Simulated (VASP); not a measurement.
# Ag (Fm-3m) in VASP: a series of runs

Ag is run at these levels: LDA; tasks: single point.

All numbers are computed with VASP 6.6.1; they aren't measurements. Logs are shortened: lines on timing, memory, paths and dates and some standing lists are left out, and cuts for length are marked.

### Step 1. The cell of the first run

Symmetry: Fm-3m, No. 225, cubic system. Conventional cell: a = 3.380 Å, b = 3.380 Å, c = 3.380 Å, α = 90.00°, β = 90.00°, γ = 90.00°. Within 3.2 Å of Ag (site symmetry m-3m) lie 12 Ag at 2.39 Å.

### Step 2. Single point, LDA

File INCAR:

```
PREC     = Accurate       # precision mode
ENCUT    = 500            # plane-wave cutoff, eV
EDIFF    = 1E-6           # SCF threshold, eV
ISMEAR   = -1             # smearing method
SIGMA    = 0.05           # smearing width, eV
LREAL    = F              # projectors in reciprocal space
LASPH    = T              # aspherical terms in the spheres
NELM     = 120            # most SCF steps
ALGO     = Normal         # electronic algorithm
ISIF     = 2              # what is computed and relaxed
LWAVE    = F              # write WAVECAR
LCHARG   = F              # write CHGCAR
GGA      = CA             # functional
NBANDS   = 12             # bands
GGA_COMPAT= F
```

File KPOINTS:

```
regular mesh
0
Gamma
  19 19 19
```

File POSCAR:

```
Ag
1.0
    0.0000000000      1.6902433585      1.6902433585
    1.6902433585      0.0000000000      1.6902433585
    1.6902433585      1.6902433585      0.0000000000
Ag
1
Direct
    0.0000000000      0.0000000000      0.0000000000
```

Potentials or basis: VASP PAW LDA potentials, release 64 (Ag).

The run is started by

```sh
cat potpaw_LDA.64/Ag/POTCAR > POTCAR
mpirun -np 1 vasp_std > vasp.out
```

OUTCAR:

```text
PREC = Accurate
   ENCUT = 500
   EDIFF = 1E-6
   ISMEAR = -1
   LREAL = F
   LASPH = T
   NELM = 120
   ISIF = 2
   GGA = CA

 ion  position               nearest neighbor table
   1  0.000  0.000  0.000-

  LATTYP: Found a face centered cubic cell.
 ALAT       =     3.3804867170

  Lattice vectors:

 A1 = (   0.0000000000,   1.6902433585,   1.6902433585)
 A2 = (   1.6902433585,   0.0000000000,   1.6902433585)
 A3 = (   1.6902433585,   1.6902433585,   0.0000000000)

Analysis of symmetry for initial positions (statically):
=====================================================================
 Subroutine PRICEL returns:
 Original cell was already a primitive cell.

 Routine SETGRP: Setting up the symmetry group for a
 face centered cubic supercell.

 Subroutine GETGRP returns: Found 48 space group operations
 (whereof 48 operations were pure point group operations)
 out of a pool of 48 trial point group operations.

The static configuration has the point symmetry O_h .

Analysis of symmetry for dynamics (positions and initial velocities):
=====================================================================
 Subroutine PRICEL returns:
 Original cell was already a primitive cell.

 Routine SETGRP: Setting up the symmetry group for a
 face centered cubic supercell.

 Subroutine GETGRP returns: Found 48 space group operations
 (whereof 48 operations were pure point group operations)
 out of a pool of 48 trial point group operations.

The dynamic configuration has the point symmetry O_h .

 Subroutine INISYM returns: Found 48 space group operations
 (whereof 48 operations are pure point group operations),
 and found     1 'primitive' translations

----------------------------------------------------------------------------------------

                                     Primitive cell

  volume of cell :       9.6578

  direct lattice vectors                    reciprocal lattice vectors
     0.000000000  1.690243359  1.690243359    -0.295815391  0.295815391  0.295815391
     1.690243359  0.000000000  1.690243359     0.295815391 -0.295815391  0.295815391
     1.690243359  1.690243359  0.000000000     0.295815391  0.295815391 -0.295815391

  length of vectors
     2.390365081  2.390365081  2.390365081     0.512367287  0.512367287  0.512367287

  position of ions in fractional coordinates (direct lattice)
     0.000000000  0.000000000  0.000000000

  ion indices of the primitive-cell ions
   primitive index   ion index
                 1           1

[... 78 lines left out ...]
   ISYM   =      2    0-nonsym 1-usesym 2-fastsym
   POTIM  = 0.5000    time-step for ionic-motion
   TEBEG  =    0.0;   TEEND  =   0.0 temperature during run
   PSTRESS=    0.0 pullay stress
   NELECT =      11.0000    total number of electrons
   NUPDOWN=      -1.0000    fix difference up-down
   EMIN   =  10.00;   EMAX   =-10.00  energy-range for DOS
   EFERMI =   0.00;   METHOD = LEGACY
   ISMEAR =    -1;   SIGMA  =   0.05  broadening in eV -4-tet -1-fermi 0-gaus
   EFERMI_NEDOS =   21; number of points for ismear=-14 and -15
   IALGO  =     38    algorithm
   IMIX   =      4    mixing-type and parameters
     AMIX     =   0.40;   BMIX     =  1.00
     AMIX_MAG =   1.60;   BMIX_MAG =  1.00
  volume/ion in A,a.u.               =       9.66        65.17
  Fermi-wavevector in a.u.,A,eV,Ry     =   1.709673  3.230814 39.769600  2.922983
  Thomas-Fermi vector in A             =   2.788114
   LORBIT       =      0    0 simple, 1 ext, 2 COOP (PROOUT), +10 PAW based schemes
   GGA     = CA    functional components
   LHFCALC =     F    Hartree Fock is set to
   AEXX    =    0.0000 exact exchange contribution
   IVDW    =     0    specifies the selected vdW correction
   LEPSILON=     F    determine dielectric tensor
   LRPA    =     F    only Hartree local field effects (RPA)
 non-spin polarized calculation
  energy-cutoff  :      500.00
  volume of cell :        9.66
 maximum number of plane-waves:       262
 NGX is ok and might be reduce to    18
   NGX =  9   NGY =  9   NGZ =  9

 number of electron      10.9999995 magnetization

 Free energy of the ion-electron system (eV)
  ---------------------------------------------------
  ext. energy  EPLUGINS =         0.00000000
  ---------------------------------------------------
  free energy    TOTEN  =        -0.48812792 eV

  energy without entropy =       -0.48646196  energy(sigma->0) =       -0.48729494

 E-fermi :  20.0032     XC(G=0): -16.2334

 val. band max:       19.9956859473   @ k =  -0.3684   0.1579   0.0526
 cond. band min:      20.1825701111   @ k =  -0.3684   0.1579   0.0000
 fundamental gap:      0.1868841638
 Fermi energy:        20.0031956715

 k-point     1 :       0.0000    0.0000    0.0000
  band No.  band energies     occupation
      1       6.3018      2.00000
      2      11.2631      2.00000
      3      11.2631      2.00000
      4      11.2631      2.00000
      5      14.0463      2.00000
      6      14.0463      2.00000
      7      34.7864      0.00000
      8      41.9612      0.00000
      9      41.9612      0.00000
     10      41.9612      0.00000
     11      49.0879      0.00000
     12      53.6748      0.00000
[... 331 lines left out ...]
 k-point    24 :      -0.2632    0.0526    0.0000
  band No.  band energies     occupation
      1       8.2671      2.00000
      2      11.5607      2.00000
      3      11.7414      2.00000
      4      12.0256      2.00000
      5      14.1467      2.00000
      6      15.1546      2.00000
      7      33.7975      0.00000
      8      37.0934      0.00000
      9      44.9779      0.00000
     10      46.6447      0.00000
     11      48.1076      0.00000
     12      49.0528      0.00000

 [... further k-points ...]

------------------------ aborting loop because EDIFF is reached ----------------------------------------

  FORCE on cell =-STRESS in cart. coord.  units (eV):
  Direction    XX          YY          ZZ          XY          YZ          ZX
  --------------------------------------------------------------------------------------
  -------------------------------------------------------------------------------------
  Total       16.9979085     16.9979085     16.9979085      0.0000000      0.0000000      0.0000000
  in kB     2819.8652758   2819.8652758   2819.8652758      0.0000000      0.0000000      0.0000000
  external PRESSURE =    2819.8652758 kB  Pullay stress =       0.0000000 kB

 VOLUME and BASIS-vectors are now :
 -----------------------------------------------------------------------------
  energy-cutoff  :      500.00
  volume of cell :        9.66
      direct lattice vectors                 reciprocal lattice vectors
     0.000000000  1.690243359  1.690243359    -0.295815391  0.295815391  0.295815391
     1.690243359  0.000000000  1.690243359     0.295815391 -0.295815391  0.295815391
     1.690243359  1.690243359  0.000000000     0.295815391  0.295815391 -0.295815391

 POSITION                                       TOTAL-FORCE (eV/Angst)
 -----------------------------------------------------------------------------------
      0.00000      0.00000      0.00000         0.000000      0.000000      0.000000
 -----------------------------------------------------------------------------------
    total drift:                                0.000000     -0.000000      0.000000

  FREE ENERGIE OF THE ION-ELECTRON SYSTEM (eV)
  ---------------------------------------------------
  free  energy   TOTEN  =        -0.4881279207 eV

  energy  without entropy=       -0.4864619648  energy(sigma->0) =       -0.48729494
```

OSZICAR:

```text
N       E                     dE             d eps       ncg     rms          rms(c)
DAV:   1     0.550359253351E+02    0.55036E+02   -0.55826E+03  5320   0.873E+02
DAV:   2    -0.128497305787E+00   -0.55164E+02   -0.52942E+02  6196   0.221E+02
DAV:   3    -0.880513167870E+00   -0.75202E+00   -0.75170E+00  6424   0.251E+01
DAV:   4    -0.881927242332E+00   -0.14141E-02   -0.14140E-02  6260   0.117E+00
DAV:   5    -0.881931995690E+00   -0.47534E-05   -0.47549E-05  6684   0.583E-02    0.292E+01
DAV:   6    -0.598310725646E+00    0.28362E+00   -0.27594E-01  6844   0.546E+00    0.167E+01
DAV:   7    -0.493129838131E+00    0.10518E+00   -0.10457E-01  7688   0.317E+00    0.218E+00
DAV:   8    -0.488089695257E+00    0.50401E-02   -0.91899E-03  5776   0.110E+00    0.147E-01
DAV:   9    -0.488124548961E+00   -0.34854E-04   -0.54082E-05  6780   0.736E-02    0.290E-02
DAV:  10    -0.488127889811E+00   -0.33408E-05   -0.39276E-06  6280   0.135E-02    0.333E-03
DAV:  11    -0.488127920704E+00   -0.30893E-07   -0.79807E-08  4524   0.240E-03
   1 F= -.48812792E+00 E0= -.48729494E+00  d E =-.166596E-02
```

Wall time 23 s (1 thread of AMD EPYC 7R43 (Zen 3), shared host); peak memory 0.1 GiB.

Results:

- Free energy: -0.4881 eV
- Pressure: 282.0 GPa
- Band gap on the k mesh: zero (an odd number of electrons rules out a gap without spin polarisation)

Levels at points of the mesh, in eV from the Fermi level:
```csv
k point,band 2,band 3,band 4,band 5,band 6,band 7,band 8,band 9,band 10,band 11
"(0.00, 0.00, 0.00)",-8.74,-8.74,-8.74,-5.96,-5.96,14.78,21.96,21.96,21.96,29.08
```

Caveat: the cell stands under pressure.

### Step 3. Single point, LDA

This run uses another cell than the first one, of 15.99 Å³/atom.

File INCAR:

```
PREC = Accurate
ENCUT = 500
EDIFF = 1E-6
ISMEAR = -1
SIGMA = 0.05
LREAL = False
LASPH = True
NELM = 120
ALGO = Normal
ISIF = 2
LWAVE = False
LCHARG = False
NBANDS = 12
GGA_COMPAT = False
```

File KPOINTS:

```
Automatic mesh
0
Gamma
  17 17 17
```

File POSCAR:

```
Ag
1.0
    0.0000000000      1.9996666111      1.9996666111
    1.9996666111      0.0000000000      1.9996666111
    1.9996666111      1.9996666111      0.0000000000
Ag
1
Direct
    0.0000000000      0.0000000000      0.0000000000
```

Potentials or basis: VASP PAW LDA potentials, release 64 (Ag).

The run is started by

```sh
cat potpaw_LDA.64/Ag/POTCAR > POTCAR
mpirun -np 1 vasp_std > vasp.out
```

Run time: 21 s. Hardware: 1 thread of AMD EPYC 7R43 (Zen 3), shared host; peak memory 0.12 GiB.

It converged, with:

```yaml
Free_energy: -3.7803 eV
Pressure: 0.2 GPa
Band_gap_on_the_k_mesh: zero (an odd number of electrons rules out a gap without spin polarisation)
```

Levels at points of the mesh, in eV from the Fermi level:
```
           k point  band 3  band 4  band 5  band 6  band 7  band 8  band 9  band 10
(0.00, 0.00, 0.00)   -5.14   -5.14   -3.96   -3.96   16.02   19.91   19.91    19.91
```
